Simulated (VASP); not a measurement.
# CuRu2 (P6/mmm) in VASP: a series of runs

CuRu2 is run at these levels: PBE; tasks: relaxation of cell and atoms, single point.

Program: VASP 6.6.1. These are calculated values, not measurements. Logs are shortened: lines on timing, memory, paths and dates and some standing lists are left out, and cuts for length are marked.

## 1. The cell of the first run

Symmetry: P6/mmm, No. 191, hexagonal system. The conventional cell has a = 3.315 Å, b = 3.315 Å, c = 3.705 Å, α = 90.00°, β = 90.00°, γ = 120.00°. Within 3.5 Å of Cu (site symmetry 6/mmm) lie 12 Ru at 2.66 Å and 6 Cu at 3.32 Å. Within 2.5 Å of Ru (site symmetry -6m2) lie 3 Ru at 1.91 Å.

The cell was generated, and may not be a known phase.

## 2. Relaxation of cell and atoms, PBE

Contents of INCAR:

```
ALGO = Normal
EDIFF = 1E-6
EDIFFG = -0.04
ENCUT = 600
GGA = PE
IBRION = 2
ISIF = 3
ISMEAR = 0
LASPH = T
LCHARG = F
LREAL = F
LWAVE = F
NELM = 80
NSW = 90
PREC = Accurate
SIGMA = 0.1
```

Contents of KPOINTS:

```
k-points
0
Gamma
  6 6 6
```

Contents of POSCAR:

```
CuRu2
1.0
    3.3154430500      0.0000000000      0.0000000000
   -1.6577215300      2.8712579100      0.0000000000
    0.0000000000      0.0000000000      3.7048760200
Cu Ru
1 2
Direct
    0.0000000000      0.0000000000      0.0000000000
    0.3333333300      0.6666666700      0.5000000000
    0.6666666700      0.3333333300      0.5000000000
```

Potentials or basis: VASP PAW PBE potentials, release 64 (Cu, Ru_pv).

Launch:

```
> cat potpaw_PBE.64/Cu/POTCAR potpaw_PBE.64/Ru_pv/POTCAR > POTCAR
> mpirun -np 1 vasp_std > vasp.out
```

OUTCAR:

```text
EDIFF = 1E-6
   EDIFFG = -0.04
   ENCUT = 600
   GGA = PE
   IBRION = 2
   ISIF = 3
   ISMEAR = 0
   LASPH = T
   LREAL = F
   NELM = 80
   NSW = 90
   PREC = Accurate

 ion  position               nearest neighbor table
   1  0.000  0.000  0.000-   2 2.66   3 2.66   2 2.66   3 2.66   3 2.66   3 2.66   2 2.66   2 2.66
                             3 2.66   3 2.66   2 2.66   2 2.66
   2  0.333  0.667  0.500-   3 1.91   3 1.91   3 1.91   1 2.66   1 2.66   1 2.66   1 2.66   1 2.66
                             1 2.66
   3  0.667  0.333  0.500-   2 1.91   2 1.91   2 1.91   1 2.66   1 2.66   1 2.66   1 2.66   1 2.66
                             1 2.66

  LATTYP: Found a hexagonal cell.
 ALAT       =     3.3154430500
 C/A-ratio  =     1.1174603105

  Lattice vectors:

 A1 = (   3.3154430500,   0.0000000000,   0.0000000000)
 A2 = (  -1.6577215300,   2.8712579100,   0.0000000000)
 A3 = (   0.0000000000,   0.0000000000,   3.7048760200)

Analysis of symmetry for initial positions (statically):
=====================================================================
 Subroutine PRICEL returns:
 Original cell was already a primitive cell.

 Routine SETGRP: Setting up the symmetry group for a
 hexagonal supercell.

 Subroutine GETGRP returns: Found 24 space group operations
 (whereof 24 operations were pure point group operations)
 out of a pool of 24 trial point group operations.

The static configuration has the point symmetry D_6h.

Analysis of symmetry for dynamics (positions and initial velocities):
=====================================================================
 Subroutine PRICEL returns:
 Original cell was already a primitive cell.

 Routine SETGRP: Setting up the symmetry group for a
 hexagonal supercell.

 Subroutine GETGRP returns: Found 24 space group operations
 (whereof 24 operations were pure point group operations)
 out of a pool of 24 trial point group operations.

The dynamic configuration has the point symmetry D_6h.

 Subroutine INISYM returns: Found 24 space group operations
 (whereof 24 operations are pure point group operations),
 and found     1 'primitive' translations

----------------------------------------------------------------------------------------

                                     Primitive cell

  volume of cell :      35.2685

  direct lattice vectors                    reciprocal lattice vectors
     3.315443050  0.000000000  0.000000000     0.301618814  0.174139704  0.000000000
    -1.657721530  2.871257910  0.000000000     0.000000000  0.348279406  0.000000000
     0.000000000  0.000000000  3.704876020     0.000000000  0.000000000  0.269914565

  length of vectors
     3.315443050  3.315443056  3.704876020     0.348279407  0.348279406  0.269914565

  position of ions in fractional coordinates (direct lattice)
     0.000000000  0.000000000  0.000000000
     0.333333330  0.666666670  0.500000000
     0.666666670  0.333333330  0.500000000

  ion indices of the primitive-cell ions
   primitive index   ion index
                 1           1
                 2           2
                 3           3

----------------------------------------------------------------------------------------

 KPOINTS: k-points

Automatic generation of k-mesh.
 Grid dimensions read from file:
 generate k-points for:    6    6    6

 Generating k-lattice:

  Cartesian coordinates                     Fractional coordinates (reciprocal lattice)
     0.050269802  0.029023284  0.000000000     0.166666667  0.000000000  0.000000000
     0.000000000  0.058046568  0.000000000     0.000000000  0.166666667  0.000000000
     0.000000000  0.000000000  0.044985761     0.000000000  0.000000000  0.166666667

  Length of vectors
     0.058046568  0.058046568  0.044985761

  Shift w.r.t. Gamma in fractional coordinates (k-lattice)
     0.000000000  0.000000000  0.000000000

 Subroutine IBZKPT returns following result:
 ===========================================

 Found     28 irreducible k-points:

 Following reciprocal coordinates:
            Coordinates               Weight
  0.000000  0.000000  0.000000      1.000000
  0.166667  0.000000  0.000000      6.000000
  0.333333  0.000000  0.000000      6.000000
  0.500000  0.000000  0.000000      3.000000
  0.166667  0.166667  0.000000      6.000000
  0.333333  0.166667  0.000000     12.000000
[... 16 lines left out ...]
  0.166667  0.000000  0.500000      6.000000
  0.333333  0.000000  0.500000      6.000000
 [... further k-points ...]
   k-points           NKPTS =     28   k-points in BZ     NKDIM =     28   number of bands    NBANDS=     23
   number of dos      NEDOS =    301   number of ions     NIONS =      3
   total plane-waves  NPLWV =  23520
   dimension x,y,z NGX =    28 NGY =   28 NGZ =   30
   dimension x,y,z NGXF=    56 NGYF=   56 NGZF=   60
   ions per type =               1   2
   NGX,Y,Z   is equivalent  to a cutoff of  14.04, 14.04, 13.46 a.u.
   NGXF,Y,Z  is equivalent  to a cutoff of  28.08, 28.08, 26.92 a.u.
 SYSTEM =  unknown system
   PREC   = accura    normal or accurate (medium, high low for compatibility)
   ISTART =      0    job   : 0-new  1-cont  2-samecut
   ICHARG =      2    charge: 1-file 2-atom 10-const
   ISPIN  =      1    spin polarized calculation?
   LNONCOLLINEAR =      F non collinear calculations
   LSORBIT =      F    spin-orbit coupling
   LASPH  =      T    aspherical Exc in radial PAW
   ENCUT  =  600.0 eV  44.10 Ry    6.64 a.u.   6.62  6.62  7.40*2*pi/ulx,y,z
   NELM   =     80;   NELMIN=  2; NELMDL= -5     # of ELM steps
   EDIFF  = 0.1E-05   stopping-criterion for ELM
   LREAL  =      F    real-space projection
   EDIFFG = -.4E-01   stopping-criterion for IOM
   NSW    =     90    number of steps for IOM
   IBRION =      2    ionic relax: 0-MD 1-quasi-New 2-CG
   NFREE  =      1    steps in history (QN), initial steepest desc. (CG)
   ISIF   =      3    stress and relaxation
   ISYM   =      2    0-nonsym 1-usesym 2-fastsym
   POTIM  = 0.5000    time-step for ionic-motion
   TEBEG  =    0.0;   TEEND  =   0.0 temperature during run
   PSTRESS=    0.0 pullay stress
   NELECT =      39.0000    total number of electrons
   NUPDOWN=      -1.0000    fix difference up-down
   EMIN   =  10.00;   EMAX   =-10.00  energy-range for DOS
   EFERMI =   0.00;   METHOD = LEGACY
   ISMEAR =     0;   SIGMA  =   0.10  broadening in eV -4-tet -1-fermi 0-gaus
   EFERMI_NEDOS =   21; number of points for ismear=-14 and -15
   IALGO  =     38    algorithm
   IMIX   =      4    mixing-type and parameters
     AMIX     =   0.40;   BMIX     =  1.00
     AMIX_MAG =   1.60;   BMIX_MAG =  1.00
  volume/ion in A,a.u.               =      11.76        79.33
  Fermi-wavevector in a.u.,A,eV,Ry     =   1.692910  3.199136 38.993541  2.865944
  Thomas-Fermi vector in A             =   2.774411
   LORBIT       =      0    0 simple, 1 ext, 2 COOP (PROOUT), +10 PAW based schemes
   GGA     = PE    functional components
   LHFCALC =     F    Hartree Fock is set to
   AEXX    =    0.0000 exact exchange contribution
   IVDW    =     0    specifies the selected vdW correction
   LEPSILON=     F    determine dielectric tensor
   LRPA    =     F    only Hartree local field effects (RPA)
 conjugate gradient relaxation of ions
 non-spin polarized calculation
 Gauss-broadening in eV      SIGMA  =   0.10
  energy-cutoff  :      600.00
  volume of cell :       35.27
 maximum number of plane-waves:      1202
 NGX is ok and might be reduce to    28
   NGX = 13   NGY = 13   NGZ = 15

--------------------------------------- Ionic step        1  -------------------------------------------

 number of electron      39.0000006 magnetization

 Free energy of the ion-electron system (eV)
  ---------------------------------------------------
  ext. energy  EPLUGINS =         0.00000000
  ---------------------------------------------------
  free energy    TOTEN  =        -9.41715176 eV

  energy without entropy =       -9.40545926  energy(sigma->0) =       -9.41130551

------------------------ aborting loop because EDIFF is reached ----------------------------------------

  FORCE on cell =-STRESS in cart. coord.  units (eV):
  Direction    XX          YY          ZZ          XY          YZ          ZX
  --------------------------------------------------------------------------------------
  -------------------------------------------------------------------------------------
  Total       60.1167913     60.1167914      8.4005630     -0.0000001     -0.0000000     -0.0000000
  in kB     2730.9825056   2730.9825130    381.6203446     -0.0000048     -0.0000000     -0.0000000
  external PRESSURE =    1947.8617878 kB  Pullay stress =       0.0000000 kB
[... 1992 lines left out ...]
     22      11.5012      0.00000
     23      12.2796      0.00000

 [... further k-points ...]

[... ionic steps 4 to 17 ...]

--------------------------------------- Ionic step       18  -------------------------------------------

 number of electron      39.0000032 magnetization

------------------------ aborting loop because EDIFF is reached ----------------------------------------

  FORCE on cell =-STRESS in cart. coord.  units (eV):
  Direction    XX          YY          ZZ          XY          YZ          ZX
  --------------------------------------------------------------------------------------
  -------------------------------------------------------------------------------------
  Total        0.1668039      0.1668039     -0.1492565     -0.0000000     -0.0000000      0.0000000
  in kB        6.4812672      6.4812672     -5.7994540     -0.0000000     -0.0000000      0.0000000
  external PRESSURE =       2.3876935 kB  Pullay stress =       0.0000000 kB
[... 59 lines left out ...]
  energy  without entropy=      -20.9207142763  energy(sigma->0) =      -20.93014905

--------------------------------------- Ionic step       20  -------------------------------------------

 number of electron      39.0000032 magnetization

 Free energy of the ion-electron system (eV)
  ---------------------------------------------------
  ext. energy  EPLUGINS =         0.00000000
  ---------------------------------------------------
  free energy    TOTEN  =       -20.93985716 eV

  energy without entropy =      -20.92113827  energy(sigma->0) =      -20.93049772

 E-fermi :  10.4395     XC(G=0): -13.3251

 val. band max:       10.4315516226   @ k =   0.5000   0.0000   0.1667
 cond. band min:      10.4533405198   @ k =   0.1667   0.0000   0.5000
 fundamental gap:      0.0217888973
 Fermi energy:        10.4394803685

 k-point     1 :       0.0000    0.0000    0.0000
  band No.  band energies     occupation
      1     -32.8509      2.00000
      2     -32.8509      2.00000
      3     -32.1269      2.00000
      4     -32.0727      2.00000
      5     -32.0727      2.00000
      6     -31.9596      2.00000
[... 645 lines left out ...]
  FREE ENERGIE OF THE ION-ELECTRON SYSTEM (eV)
  ---------------------------------------------------
  free  energy   TOTEN  =       -20.9398571581 eV

  energy  without entropy=      -20.9211382745  energy(sigma->0) =      -20.93049772

 reached required accuracy - stopping structural energy minimisation
```

Run time: 8.6 min. Hardware: 1 thread of Intel Xeon Platinum 8488C (Sapphire Rapids), shared host; peak memory 0.18 GiB.

What came out:

| Property | Result |
| --- | --- |
| Free energy | -20.9399 eV |
| Relaxed volume | 13.74 Å³/atom |
| Relaxed cell | a = 4.282 Å, b = 4.282 Å, c = 2.596 Å, α = 90.00°, β = 90.00°, γ = 120.00° |
| Space group after relaxing (to 0.1 Å) | P6/mmm (No. 191) |
| Pressure after relaxing | 0.3 GPa |
| Band gap on the k mesh | zero (an odd number of electrons rules out a gap without spin polarisation) |

Final structure:
```cif
data_structure
_symmetry_space_group_name_H-M 'P 1'
_symmetry_Int_Tables_number 1
_cell_length_a 4.2819
_cell_length_b 4.2819
_cell_length_c 2.5964
_cell_angle_alpha 90.000
_cell_angle_beta 90.000
_cell_angle_gamma 120.000
_cell_volume 41.23
loop_
_atom_site_label
_atom_site_type_symbol
_atom_site_fract_x
_atom_site_fract_y
_atom_site_fract_z
_atom_site_occupancy
Cu1 Cu 0.00000 0.00000 0.00000 1
Ru1 Ru 0.33333 0.66667 0.50000 1
Ru2 Ru 0.66667 0.33333 0.50000 1
```

Levels at points of the mesh, in eV from the Fermi level:
```
           k point  band 18  band 19  band 20  band 21  band 22  band 23
(0.00, 0.00, 0.00)    -2.29    -0.81    -0.81     1.13     1.13     6.13
(0.50, 0.00, 0.00)    -0.65    -0.59     0.61     0.62     0.79     1.33
(0.00, 0.00, 0.50)    -1.67    -0.29    -0.29    -0.16     2.90     3.85
(0.50, 0.00, 0.50)    -0.67    -0.45     0.74     2.11     3.14     4.09
```

Caveat: the k points lie up to 0.40 Å⁻¹ apart in the final cell, too coarse for converged energies and pressures of a metal; the volume moved by over 15 % at a fixed basis, so the end points are rough.

## 3. Single point, PBE

This run uses another cell than the first one, of 13.77 Å³/atom.

Contents of INCAR:

```
  ALGO = Fast
  EDIFF = 1E-6
  ENCUT = 520
  GGA = PE
  ISIF = 2
  ISMEAR = 0
  LASPH = T
  LCHARG = F
  LREAL = F
  LWAVE = F
  NBANDS = 26
  NELM = 60
  PREC = Accurate
  SIGMA = 0.1
```

Contents of KPOINTS:

```
k-points
0
Gamma
  12 12 18
```

Contents of POSCAR:

```
CuRu2
1.0
    4.2959323234      0.0000000000      0.0000000000
   -2.1479661617      3.7203865250      0.0000000000
    0.0000000000      0.0000000000      2.5844551128
Cu Ru
1 2
Direct
    0.0000000000      0.0000000000      0.0000000000
    0.3333333333      0.6666666667      0.5000000000
    0.6666666667      0.3333333333      0.5000000000
```

Potentials or basis: VASP PAW PBE potentials, release 64 (Cu, Ru_pv).

Launch:

```
> cat potpaw_PBE.64/Cu/POTCAR potpaw_PBE.64/Ru_pv/POTCAR > POTCAR
> mpirun -np 1 vasp_std > vasp.out
```

Wall time 2.4 min (1 thread of Intel Xeon Platinum 8488C (Sapphire Rapids), shared host); peak memory 0.28 GiB.

It converged, with:

- Free energy: -20.9886 eV
- Pressure: 0.1 GPa
- Band gap on the k mesh: zero (an odd number of electrons rules out a gap without spin polarisation)

Stress tensor (GPa, compression positive):
```
 0.12  0.00  0.00
 0.00  0.12  0.00
 0.00  0.00 -0.05
```

Levels at points of the mesh, in eV from the Fermi level:
```tsv
k point	band 15	band 16	band 17	band 18	band 19	band 20	band 21	band 22	band 23	band 24
(0.00, 0.00, 0.00)	-2.32	-2.32	-2.27	-2.27	-0.69	-0.69	1.20	1.20	6.06	6.70
(0.50, 0.00, 0.00)	-2.51	-2.28	-1.56	-0.56	-0.47	0.61	0.70	0.79	1.31	1.32
(0.00, 0.00, 0.50)	-1.73	-1.73	-1.66	-1.66	-0.28	-0.28	-0.10	3.02	3.96	9.91
(0.50, 0.00, 0.50)	-2.27	-1.54	-1.34	-0.63	-0.45	0.75	2.14	3.22	4.18	5.63
```

## 4. Relaxation of cell and atoms, PBE

This run uses another cell than the first one, of 13.77 Å³/atom.

Contents of INCAR:

```
PREC = Accurate ; ENCUT = 600
EDIFF = 1E-6 ; ISMEAR = 0
SIGMA = 0.1 ; LREAL = F
LASPH = T ; NELM = 100
ALGO = Fast ; ISIF = 3
LWAVE = F ; LCHARG = F
GGA = PE ; IBRION = 2
NSW = 100 ; EDIFFG = -0.01
```

Contents of KPOINTS:

```
Automatic mesh
0
Gamma
  12 12 18
```

Contents of POSCAR:

```
CuRu2
1.0
    4.2894090048      0.0000000000      0.0000000000
   -2.1447045024      3.7147371654      0.0000000000
    0.0000000000      0.0000000000      2.5921112962
Cu Ru
1 2
Direct
    0.0000000000      0.0000000000      0.0000000000
    0.3333333333      0.6666666667      0.5000000000
    0.6666666667      0.3333333333      0.5000000000
```

Launch:

```
> cat potpaw_PBE.64/Cu/POTCAR potpaw_PBE.64/Ru_pv/POTCAR > POTCAR
> mpirun -np 1 vasp_std > vasp.out
```

Run time: 32 min. Hardware: 1 thread of Intel Xeon Platinum 8488C (Sapphire Rapids), shared host; peak memory 0.36 GiB.

The run converged. Its results:

```yaml
Free_energy: -20.9885 eV
Relaxed_volume: 13.77 Å³/atom
Relaxed_cell: a = 4.298 Å, b = 4.298 Å, c = 2.584 Å, α = 90.00°, β = 90.00°, γ = 120.00°
Space_group_after_relaxing_to_0.1_Å: P6/mmm (No. 191)
Ionic_steps: 20
Pressure_after_relaxing: 0.0 GPa
Band_gap_on_the_k_mesh: zero (an odd number of electrons rules out a gap without spin polarisation)
```

The path:
```
step  energy change (eV)  largest force (eV/Å)  pressure (GPa)  volume (Å³)
   1              0.0000                0.0000            8.90        41.30
   2              0.3083                0.0000          -18.78        46.05
   3              0.0091                0.0000           -3.69        42.07
   4              0.0046                0.0000           -2.19        41.84
   5              0.0016                0.0000           -0.75        41.58
   6              0.0010                0.0000           -0.45        41.47
   7              0.0007                0.0000           -0.03        41.39
   8              0.0003                0.0000           -0.24        41.39
   9              0.0004                0.0000           -0.28        41.39
  10              0.0003                0.0000           -0.28        41.39
  11              0.0003                0.0000           -0.26        41.39
  12              0.0003                0.0000            0.34        41.28
  13              0.0002                0.0000           -0.18        41.34
  14              0.0003                0.0000            0.09        41.32
  15              0.0002                0.0000            0.18        41.33
  16              0.0002                0.0000            0.14        41.33
  17              0.0002                0.0000            0.28        41.34
  18              0.0002                0.0000           -0.20        41.34
  19              0.0003                0.0000            0.43        41.28
  20              0.0002                0.0000            0.01        41.32
```

Final structure:
```
CELL_PARAMETERS angstrom
4.29751 0.00000 0.00000
-2.14875 3.72175 0.00000
0.00000 0.00000 2.58361
ATOMIC_POSITIONS crystal
Cu 0.00000 0.00000 0.00000
Ru 0.33333 0.66667 0.50000
Ru 0.66667 0.33333 0.50000
```

Levels at points of the mesh, in eV from the Fermi level:
```
           k point  band 16  band 17  band 18  band 19  band 20  band 21  band 22  band 23
(0.00, 0.00, 0.00)    -2.32    -2.27    -2.27    -0.69    -0.69     1.20     1.20     6.05
(0.50, 0.00, 0.00)    -2.28    -1.56    -0.56    -0.46     0.60     0.70     0.79     1.30
(0.00, 0.00, 0.50)    -1.73    -1.66    -1.66    -0.28    -0.28    -0.09     3.02     3.97
(0.50, 0.00, 0.50)    -1.54    -1.33    -0.62    -0.45     0.75     2.14     3.22     4.18
```

## 5. Summary

| task | cell | k mesh | cutoff (eV) | gap on the mesh (eV) | pressure (GPa) | relaxed volume (Å³/atom) |
| --- | --- | --- | --- | --- | --- | --- |
| relaxation of cell and atoms | relaxed from a = 3.315, b = 3.315, c = 3.705 Å, angles 90.0, 90.0, 120.0°, 3 atoms | 6 × 6 × 6 | 600 | none | 0.3 | 13.74 |
| single point | a = 4.296, b = 4.296, c = 2.584 Å, angles 90.0, 90.0, 120.0°, 3 atoms | 12 × 12 × 18 | 520 | none | 0.1 | - |
| relaxation of cell and atoms | relaxed from a = 4.289, b = 4.289, c = 2.592 Å, angles 90.0, 90.0, 120.0°, 3 atoms | 12 × 12 × 18 | 600 | none | 0.0 | 13.77 |

Alike in all rows: level PBE; potentials or basis VASP PAW PBE potentials, release 64 (Cu, Ru_pv); no spin polarisation; smearing gaussian 0.1 eV.

Caveats: some runs use coarse meshes; the volume moved by over 15 % at a fixed basis, so the end points are rough (at least some runs).

Absolute energies hang on the potentials; compare differences alone.

The gap in the log of VASP goes by the Fermi energy; the results here count the filled bands.